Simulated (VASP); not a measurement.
# SnO2 (Fm-3m) in VASP: further runs

The runs below take SnO2 through single point, with PBE.

Program: VASP 6.6.1. These are calculated values, not measurements. Logs are shortened: lines on timing, memory, paths and dates and some standing lists are left out, and cuts for length are marked.

## Step 1: The cell of the first run

The structure is cubic, space group Fm-3m (No. 225). Conventional cell: a = 5.067 Å, b = 5.067 Å, c = 5.067 Å, α = 90.00°, β = 90.00°, γ = 90.00°. Within 2.9 Å of Sn (site symmetry m-3m) lie 8 O at 2.19 Å. O (site symmetry -43m) has 4 Sn at 2.19 Å and 6 O at 2.53 Å within 2.9 Å.

## Step 2: Single point, PBE

Contents of INCAR:

```
SYSTEM = SnO2
PREC = Accurate
ENCUT = 520
EDIFF = 1E-7
ISMEAR = 0
SIGMA = 0.01
LREAL = .FALSE.
LASPH = .TRUE.
NELM = 100
ALGO = Normal
ISIF = 2
LWAVE = .FALSE.
LCHARG = .FALSE.
GGA = PE
NBANDS = 20
```

Contents of KPOINTS:

```
regular mesh
0
G
  6 6 6
  0 0 0
```

Contents of POSCAR:

```
SnO2
1.0
    0.0000000000      2.5334669716      2.5334669716
    2.5334669716      0.0000000000      2.5334669716
    2.5334669716      2.5334669716      0.0000000000
Sn O
1 2
Direct
    0.0000000000      0.0000000000      0.0000000000
    0.2500000000      0.2500000000      0.2500000000
    0.7500000000      0.7500000000      0.7500000000
```

Potentials or basis: VASP PAW PBE potentials, release 64 (Sn_d, O).

The run is started by

```sh
$ cat potpaw_PBE.64/Sn_d/POTCAR potpaw_PBE.64/O/POTCAR > POTCAR
$ mpirun -np 1 vasp_std > vasp.out
```

OUTCAR:

```text
SYSTEM = SnO2
   PREC = Accurate
   ENCUT = 520
   EDIFF = 1E-7
   ISMEAR = 0
   LREAL = .FALSE.
   LASPH = .TRUE.
   NELM = 100
   ISIF = 2
   GGA = PE

 ion  position               nearest neighbor table
   1  0.000  0.000  0.000-   3 2.19   3 2.19   3 2.19   2 2.19   3 2.19   2 2.19   2 2.19   2 2.19

   2  0.250  0.250  0.250-   1 2.19   1 2.19   1 2.19   1 2.19
   3  0.750  0.750  0.750-   1 2.19   1 2.19   1 2.19   1 2.19

  LATTYP: Found a face centered cubic cell.
 ALAT       =     5.0669339432

  Lattice vectors:

 A1 = (   0.0000000000,   2.5334669716,   2.5334669716)
 A2 = (   2.5334669716,   0.0000000000,   2.5334669716)
 A3 = (   2.5334669716,   2.5334669716,   0.0000000000)

Analysis of symmetry for initial positions (statically):
=====================================================================
 Subroutine PRICEL returns:
 Original cell was already a primitive cell.

 Routine SETGRP: Setting up the symmetry group for a
 face centered cubic supercell.

 Subroutine GETGRP returns: Found 48 space group operations
 (whereof 48 operations were pure point group operations)
 out of a pool of 48 trial point group operations.

The static configuration has the point symmetry O_h .

Analysis of symmetry for dynamics (positions and initial velocities):
=====================================================================
 Subroutine PRICEL returns:
 Original cell was already a primitive cell.

 Routine SETGRP: Setting up the symmetry group for a
 face centered cubic supercell.

 Subroutine GETGRP returns: Found 48 space group operations
 (whereof 48 operations were pure point group operations)
 out of a pool of 48 trial point group operations.

The dynamic configuration has the point symmetry O_h .

 Subroutine INISYM returns: Found 48 space group operations
 (whereof 48 operations are pure point group operations),
 and found     1 'primitive' translations

----------------------------------------------------------------------------------------

                                     Primitive cell

  volume of cell :      32.5219

  direct lattice vectors                    reciprocal lattice vectors
     0.000000000  2.533466972  2.533466972    -0.197358010  0.197358010  0.197358010
     2.533466972  0.000000000  2.533466972     0.197358010 -0.197358010  0.197358010
     2.533466972  2.533466972  0.000000000     0.197358010  0.197358010 -0.197358010

  length of vectors
     3.582863351  3.582863351  3.582863351     0.341834101  0.341834101  0.341834101

  position of ions in fractional coordinates (direct lattice)
     0.000000000  0.000000000  0.000000000
     0.250000000  0.250000000  0.250000000
     0.750000000  0.750000000  0.750000000

  ion indices of the primitive-cell ions
   primitive index   ion index
                 1           1
                 2           2
                 3           3

----------------------------------------------------------------------------------------

 KPOINTS: regular mesh

Automatic generation of k-mesh.
 Grid dimensions read from file:
 generate k-points for:    6    6    6

 Generating k-lattice:

  Cartesian coordinates                     Fractional coordinates (reciprocal lattice)
    -0.032893002  0.032893002  0.032893002     0.166666667  0.000000000  0.000000000
     0.032893002 -0.032893002  0.032893002     0.000000000  0.166666667  0.000000000
     0.032893002  0.032893002 -0.032893002     0.000000000  0.000000000  0.166666667

  Length of vectors
     0.056972350  0.056972350  0.056972350

  Shift w.r.t. Gamma in fractional coordinates (k-lattice)
     0.000000000  0.000000000  0.000000000

 Subroutine IBZKPT returns following result:
 ===========================================

 Found     16 irreducible k-points:

 Following reciprocal coordinates:
            Coordinates               Weight
  0.000000  0.000000  0.000000      1.000000
  0.166667  0.000000  0.000000      8.000000
  0.333333  0.000000  0.000000      8.000000
  0.500000  0.000000  0.000000      4.000000
  0.166667  0.166667  0.000000      6.000000
  0.333333  0.166667  0.000000     24.000000
[... 8 lines left out ...]
 -0.333333  0.333333  0.166667     24.000000
 -0.333333  0.500000  0.166667     12.000000
   k-points           NKPTS =     16   k-points in BZ     NKDIM =     16   number of bands    NBANDS=     20
   number of dos      NEDOS =    301   number of ions     NIONS =      3
   total plane-waves  NPLWV =  21952
   dimension x,y,z NGX =    28 NGY =   28 NGZ =   28
   dimension x,y,z NGXF=    56 NGYF=   56 NGZF=   56
   ions per type =               1   2
   NGX,Y,Z   is equivalent  to a cutoff of  12.99, 12.99, 12.99 a.u.
   NGXF,Y,Z  is equivalent  to a cutoff of  25.98, 25.98, 25.98 a.u.
 SYSTEM =  SnO2
   PREC   = accura    normal or accurate (medium, high low for compatibility)
   ISTART =      0    job   : 0-new  1-cont  2-samecut
   ICHARG =      2    charge: 1-file 2-atom 10-const
   ISPIN  =      1    spin polarized calculation?
   LNONCOLLINEAR =      F non collinear calculations
   LSORBIT =      F    spin-orbit coupling
   LASPH  =      T    aspherical Exc in radial PAW
   ENCUT  =  520.0 eV  38.22 Ry    6.18 a.u.   6.66  6.66  6.66*2*pi/ulx,y,z
   NELM   =    100;   NELMIN=  2; NELMDL= -5     # of ELM steps
   EDIFF  = 0.1E-06   stopping-criterion for ELM
   LREAL  =      F    real-space projection
   EDIFFG = 0.1E-05   stopping-criterion for IOM
   NSW    =      0    number of steps for IOM
   IBRION =     -1    ionic relax: 0-MD 1-quasi-New 2-CG
   NFREE  =      0    steps in history (QN), initial steepest desc. (CG)
   ISIF   =      2    stress and relaxation
   ISYM   =      2    0-nonsym 1-usesym 2-fastsym
   POTIM  = 0.5000    time-step for ionic-motion
   TEBEG  =    0.0;   TEEND  =   0.0 temperature during run
   PSTRESS=    0.0 pullay stress
   NELECT =      26.0000    total number of electrons
   NUPDOWN=      -1.0000    fix difference up-down
   EMIN   =  10.00;   EMAX   =-10.00  energy-range for DOS
   EFERMI =   0.00;   METHOD = LEGACY
   ISMEAR =     0;   SIGMA  =   0.01  broadening in eV -4-tet -1-fermi 0-gaus
   EFERMI_NEDOS =   21; number of points for ismear=-14 and -15
   IALGO  =     38    algorithm
   IMIX   =      4    mixing-type and parameters
     AMIX     =   0.40;   BMIX     =  1.00
     AMIX_MAG =   1.60;   BMIX_MAG =  1.00
  volume/ion in A,a.u.               =      10.84        73.16
  Fermi-wavevector in a.u.,A,eV,Ry     =   1.519407  2.871262 31.410365  2.308597
  Thomas-Fermi vector in A             =   2.628397
   LORBIT       =      0    0 simple, 1 ext, 2 COOP (PROOUT), +10 PAW based schemes
   GGA     = PE    functional components
   LHFCALC =     F    Hartree Fock is set to
   AEXX    =    0.0000 exact exchange contribution
   IVDW    =     0    specifies the selected vdW correction
   LEPSILON=     F    determine dielectric tensor
   LRPA    =     F    only Hartree local field effects (RPA)
 non-spin polarized calculation
 Gauss-broadening in eV      SIGMA  =   0.01
  energy-cutoff  :      520.00
  volume of cell :       32.52
 maximum number of plane-waves:       899
 NGX is ok and might be reduce to    28
   NGX = 13   NGY = 13   NGZ = 13

 number of electron      25.9999988 magnetization

 Free energy of the ion-electron system (eV)
  ---------------------------------------------------
  ext. energy  EPLUGINS =         0.00000000
  ---------------------------------------------------
  free energy    TOTEN  =       -17.86580923 eV

  energy without entropy =      -17.86580923  energy(sigma->0) =      -17.86580923

 E-fermi :   8.0762     XC(G=0): -11.9232

 val. band max:        8.0200218730   @ k =  -0.3333   0.5000   0.1667
 cond. band min:       8.3179415794   @ k =   0.0000   0.0000   0.0000
 fundamental gap:      0.2979197064
 Fermi energy:         8.0761731606

 k-point     1 :       0.0000    0.0000    0.0000
  band No.  band energies     occupation
      1     -12.5282      2.00000
      2     -12.5282      2.00000
      3     -12.5282      2.00000
      4     -12.3703      2.00000
      5     -12.3703      2.00000
      6     -11.6953      2.00000
[... 12 lines left out ...]
     19      23.3673      0.00000
     20      23.3673      0.00000

 k-point     2 :       0.1667    0.0000    0.0000
  band No.  band energies     occupation
      1     -12.6494      2.00000
      2     -12.5076      2.00000
      3     -12.5076      2.00000
      4     -12.3701      2.00000
      5     -12.3701      2.00000
      6     -11.3908      2.00000
[... 12 lines left out ...]
     19      23.4490      0.00000
     20      23.4490      0.00000

 k-point     3 :       0.3333    0.0000    0.0000
  band No.  band energies     occupation
      1     -12.9095      2.00000
      2     -12.4829      2.00000
      3     -12.4829      2.00000
      4     -12.3522      2.00000
      5     -12.3522      2.00000
      6     -10.4817      2.00000
[... 12 lines left out ...]
     19      23.5581      0.00000
     20      24.3721      0.00000

 k-point     4 :       0.5000    0.0000    0.0000
  band No.  band energies     occupation
      1     -13.0343      2.00000
      2     -12.4798      2.00000
      3     -12.4798      2.00000
      4     -12.3337      2.00000
      5     -12.3337      2.00000
      6      -9.5361      2.00000
[... 12 lines left out ...]
     19      23.4587      0.00000
     20      23.7543      0.00000

 k-point     5 :       0.1667    0.1667    0.0000
  band No.  band energies     occupation
      1     -12.6884      2.00000
      2     -12.4866      2.00000
      3     -12.4866      2.00000
      4     -12.3881      2.00000
      5     -12.3586      2.00000
      6     -11.3304      2.00000
[... 12 lines left out ...]
     19      23.6945      0.00000
     20      24.5700      0.00000
[... 169 lines left out ...]
      6      -9.9054      2.00000
[... 12 lines left out ...]
     19      25.2757      0.00000
     20      25.8486      0.00000

 k-point    14 :       0.5000    0.3333    0.1667
  band No.  band energies     occupation
      1     -12.9007      2.00000
      2     -12.6207      2.00000
      3     -12.4081      2.00000
      4     -12.4045      2.00000
      5     -12.3498      2.00000
      6      -9.8910      2.00000
[... 12 lines left out ...]
     19      24.2776      0.00000
     20      27.0205      0.00000

 k-point    15 :      -0.3333    0.3333    0.1667
  band No.  band energies     occupation
      1     -12.8737      2.00000
      2     -12.7414      2.00000
      3     -12.4051      2.00000
      4     -12.3922      2.00000
      5     -12.3477      2.00000
      6      -8.9363      2.00000
[... 12 lines left out ...]
     19      24.3489      0.00000
     20      27.1545      0.00000

 k-point    16 :      -0.3333    0.5000    0.1667
  band No.  band energies     occupation
      1     -12.9870      2.00000
      2     -12.6236      2.00000
      3     -12.4268      2.00000
      4     -12.3549      2.00000
      5     -12.3434      2.00000
      6      -9.3091      2.00000
[... 12 lines left out ...]
     19      25.3694      0.00000
     20      26.1610      0.00000

------------------------ aborting loop because EDIFF is reached ----------------------------------------

  FORCE on cell =-STRESS in cart. coord.  units (eV):
  Direction    XX          YY          ZZ          XY          YZ          ZX
  --------------------------------------------------------------------------------------
  -------------------------------------------------------------------------------------
  Total        2.0230685      2.0230685      2.0230685      0.0000000      0.0000000     -0.0000000
  in kB       99.6656348     99.6656348     99.6656348      0.0000000      0.0000000     -0.0000000
  external PRESSURE =      99.6656348 kB  Pullay stress =       0.0000000 kB

 VOLUME and BASIS-vectors are now :
 -----------------------------------------------------------------------------
  energy-cutoff  :      520.00
  volume of cell :       32.52
      direct lattice vectors                 reciprocal lattice vectors
     0.000000000  2.533466972  2.533466972    -0.197358010  0.197358010  0.197358010
     2.533466972  0.000000000  2.533466972     0.197358010 -0.197358010  0.197358010
     2.533466972  2.533466972  0.000000000     0.197358010  0.197358010 -0.197358010

 POSITION                                       TOTAL-FORCE (eV/Angst)
 -----------------------------------------------------------------------------------
      0.00000      0.00000      0.00000         0.000000      0.000000     -0.000000
      1.26673      1.26673      1.26673        -0.000000     -0.000000     -0.000000
      3.80020      3.80020      3.80020         0.000000     -0.000000      0.000000
 -----------------------------------------------------------------------------------
    total drift:                                0.000000     -0.000000      0.000000

  FREE ENERGIE OF THE ION-ELECTRON SYSTEM (eV)
  ---------------------------------------------------
  free  energy   TOTEN  =       -17.8658092323 eV

  energy  without entropy=      -17.8658092323  energy(sigma->0) =      -17.86580923
```

It took 16 s on 1 thread of Intel Xeon Platinum 8259CL at 2.50GHz (Skylake/Cascade Lake), shared host; peak memory 0.15 GiB.

What came out:

| Quantity | Value |
| --- | --- |
| Free energy | -17.8658 eV |
| Pressure | 10.0 GPa |
| Band gap on the k mesh | 0.30 eV, indirect (least direct gap 1.68 eV) |

Levels at points of the mesh, in eV from the valence-band top:
```
           k point  band 11  band 12  band 13  band 14  band 15  band 16
(0.00, 0.00, 0.00)    -1.38    -1.38    -1.38     0.30     7.15     7.15
(0.50, 0.00, 0.00)    -3.41    -2.12    -2.12     4.93     8.07    10.48
(0.50, 0.50, 0.00)    -0.18    -0.18    -0.10     3.32     7.28     9.97
```

Caveat: spin-orbit coupling is left out, which moves the levels of the heavy elements.

## Step 3: Single point, PBE

Contents of INCAR:

```
PREC = Accurate ; ENCUT = 520
EDIFF = 1E-6 ; ISMEAR = 0
SIGMA = 0.01 ; LREAL = False
LASPH = True ; NELM = 60
ALGO = Normal ; ISIF = 2
LWAVE = False ; LCHARG = False
GGA = PE ; NBANDS = 20
```

Contents of KPOINTS:

```
Automatic mesh
0
Gamma
  6 6 6
```

POSCAR is that of step 2.

Potentials or basis: VASP PAW PBE potentials, release 64 (Sn_d, O).

The run is started by

```sh
$ cat potpaw_PBE.64/Sn_d/POTCAR potpaw_PBE.64/O/POTCAR > POTCAR
$ mpirun -np 1 vasp_std > vasp.out
```

Run time: 13 s. Hardware: 1 thread of Intel Xeon Platinum 8259CL at 2.50GHz (Skylake/Cascade Lake), shared host; peak memory 0.15 GiB.

It converged, with:

- Free energy: -17.8658 eV
- Pressure: 10.0 GPa
- Band gap on the k mesh: 0.30 eV, indirect (least direct gap 1.68 eV)

Levels at points of the mesh, in eV from the valence-band top:
```tsv
k point	band 11	band 12	band 13	band 14	band 15	band 16
(0.00, 0.00, 0.00)	-1.38	-1.38	-1.38	0.30	7.15	7.15
(0.50, 0.00, 0.00)	-3.41	-2.12	-2.12	4.93	8.07	10.48
(0.50, 0.50, 0.00)	-0.18	-0.18	-0.10	3.32	7.28	9.97
```

Caveat: spin-orbit coupling is left out, which moves the levels of the heavy elements. A k mesh can miss the band edges.
